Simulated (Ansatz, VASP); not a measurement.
One calculation of Rh, two programs

The input INCAR:

```
PREC = Accurate
ENCUT = 520
EDIFF = 1E-7
ISMEAR = -1
SIGMA = 0.1
LREAL = F
LASPH = T
NELM = 60
ALGO = Normal
ISIF = 2
LWAVE = F
LCHARG = T
GGA = PE
LELF = T
LVHAR = T
NBANDS = 22
```

KPOINTS

```
Automatic mesh
0
Gamma
  22 22 12
```

File POSCAR:

```
Rh
1.0
    2.6885777491      0.0000000000      0.0000000000
   -1.3442888745      2.3283766308      0.0000000000
    0.0000000000      0.0000000000      4.3329878181
Rh
2
Direct
    0.3333333333      0.6666666667      0.2500000000
    0.6666666667      0.3333333333      0.7500000000
```

Input for Ansatz:

```yaml
crystal:
  lattice:
    - [2.6885777491, 0.0, 0.0]
    - [-1.3442888745, 2.3283766308, 0.0]
    - [0.0, 0.0, 4.3329878181]
  atoms:
    - { symbol: Rh, position: [0.3333333333, 0.6666666667, 0.25] }
    - { symbol: Rh, position: [0.6666666667, 0.3333333333, 0.75] }
hamiltonian:
  xc: pbe
  pseudopotentials:
    kind: paw
    azcp:
      Rh: "pseudopotentials/Rh.paw.azcp"
basis:
  ecutwfc: 420
  fft_grid_basis: typed
kpoints:
  mp_grid: { grid: [22, 22, 12], shift: [0, 0, 0] }
magnetization:
  spin_polarized: false
scf:
  occupations: { method: fermi_dirac, width: 0.1 }
output:
  stress: true
```

Alike in both runs: task single point; functional PBE; k mesh 22 × 22 × 12; occupations fermi-dirac, width 0.1 eV; no spin polarisation.

```csv
,VASP,Ansatz
version,VASP 6.6.1,Ansatz 0.2.0
potentials or method,"VASP PAW PBE potentials, release 64 (Rh_pv), cutoff 520 eV","plane waves (420 eV) with PAW, scalar-relativistic"
valence electrons in the cell,30,34
```

```csv
,VASP,Ansatz,Ansatz less VASP
pressure (GPa),11.4,11.4,-0.05
"traceless stress, the component that is largest in VASP (GPa)",0.35,0.34,-0.011
```

VASP's potentials hold 30 valence electrons a cell and Ansatz's 34, so a difference there can come from the potentials and not from the codes.
